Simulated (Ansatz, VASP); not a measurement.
# BaTiO3 in VASP and in Ansatz

Contents of INCAR:

```
ALGO = Normal
EDIFF = 1E-7
ENCUT = 520
GGA = PE
GGA_COMPAT = F
ISIF = 2
ISMEAR = 0
LASPH = T
LCHARG = F
LMAXMIX = 4
LORBIT = 11
LORBMOM = T
LREAL = F
LSORBIT = T
LWAVE = F
MAGMOM = 0 0 0 0 0 0 0 0 0 0 0 0 0 0 0
NBANDS = 55
NELM = 150
PREC = Accurate
SIGMA = 0.01
```

The input KPOINTS:

```
k-points
0
Gamma
  6 6 6
```

File POSCAR:

```
BaTiO3
1.0
    3.9940965264      0.0000000000      0.0000000000
    0.0000000000      3.9940965264      0.0000000000
    0.0000000000      0.0000000000      3.9940965264
Ba Ti O
1 1 3
Direct
    0.0000000000      0.0000000000      0.0000000000
    0.5000000000      0.5000000000      0.5000000000
    0.5000000000      0.5000000000      0.0000000000
    0.5000000000      0.0000000000      0.5000000000
    0.0000000000      0.5000000000      0.5000000000
```

Input for Ansatz:

```yaml
crystal:
  lattice:
    - [3.9940965264, 0.0, 0.0]
    - [0.0, 3.9940965264, 0.0]
    - [0.0, 0.0, 3.9940965264]
  atoms:
    - { symbol: Ba, position: [0.0, 0.0, 0.0] }
    - { symbol: Ti, position: [0.5, 0.5, 0.5] }
    - { symbol: O, position: [0.5, 0.5, 0.0] }
    - { symbol: O, position: [0.5, 0.0, 0.5] }
    - { symbol: O, position: [0.0, 0.5, 0.5] }
kpoints:
  mp_grid: { grid: [6, 6, 6] }
  band_path:
    path: [[0.0, 0.0, 0.0], [0.0, 0.5, 0.0], [0.5, 0.5, 0.0], [0.5, 0.5, 0.5]]
    npoints: 1
hamiltonian:
  xc: pbe
scf:
  occupations: { method: fixed }
  n_extra_bands: 10
magnetization:
  noncollinear: true
  spin_orbit: true
output:
  forces: true
  stress: true
  eigenvalues: true
  write_density: true
  write_potential: true
  elf: true
  volumetric_format: npy
```

Alike in both runs: task single point; functional PBE; k mesh 6 × 6 × 6; non-collinear spin, spin-orbit coupling.

|  | VASP | Ansatz |
| --- | --- | --- |
| version | VASP 6.6.1 | Ansatz 0.2.0 |
| potentials or method | VASP PAW PBE potentials, release 64 (Ba_sv, Ti_sv, O) | plane waves, PAW |
| plane-wave cutoff (eV) | 520 | 420 |
| occupations | gaussian, width 0.01 eV | fixed |
| valence electrons in the cell | 40 | 40 |

Ansatz gave:

```
pressure (GPa)           : 3.2
net moment per atom (μB) : 0.00
```

Task: Which values does VASP return?

Result: Pressure (GPa): 5.0; net moment per atom (μB): 0.00.
